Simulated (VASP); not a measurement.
A run of VASP 6.6.1 is set up as follows.

The input POSCAR:

```
BN
1.0
    0.0000000000      3.5938268421      2.0489685745
    1.2869077520      0.0000000000      2.0489685745
    1.2869077520      3.5938268421      0.0000000000
B N
1 1
Direct
    0.0000486500      0.0000486500      0.9999513500
    0.6666513400      0.6666513400      0.3333486600
```

File INCAR.step1:

```
ALGO = Normal ; EDIFF = 1E-4
ENCUT = 520 ; GGA = PE
ISMEAR = 0 ; LASPH = True
LCHARG = False ; LREAL = False
LWAVE = True ; NBANDS = 11
NELM = 60 ; PREC = Accurate
SIGMA = 0.05
```

File INCAR.step2:

```
ALGO = Normal ; EDIFF = 1E-6
ENCUT = 520 ; ISIF = 2
ISMEAR = 0 ; ISTART = 1
LASPH = True ; LCHARG = True
LELF = True ; LMIXTAU = True
LREAL = False ; LVHAR = True
LWAVE = False ; METAGGA = R2SCAN
NBANDS = 11 ; NELM = 60
PREC = Accurate ; SIGMA = 0.05
```

The input KPOINTS:

```
k-points
0
Gamma
  12 12 12
```

Potentials or basis: VASP PAW PBE potentials, release 64 (B, N).

Run with:

```console
$ cat potpaw_PBE.64/B/POTCAR potpaw_PBE.64/N/POTCAR > POTCAR
$ cp INCAR.step1 INCAR
$ mpirun -np 1 vasp_std > vasp.out
$ cp INCAR.step2 INCAR
$ mpirun -np 1 vasp_std > vasp.out
```

Question: What does it give for the band gap on the k mesh?

Answer: 4.78 eV, indirect (least direct gap 5.41 eV).

Question: What does it give for the largest force?

Answer: 1.533 eV/Å.

Stress tensor (GPa, compression positive):
```
-14.84   0.00   0.00
  0.00  -1.00   0.00
  0.00   0.00  49.96
```

Caveat: the PAW data sets were made with another functional, which shifts forces and pressure a little. A k mesh can miss the band edges.
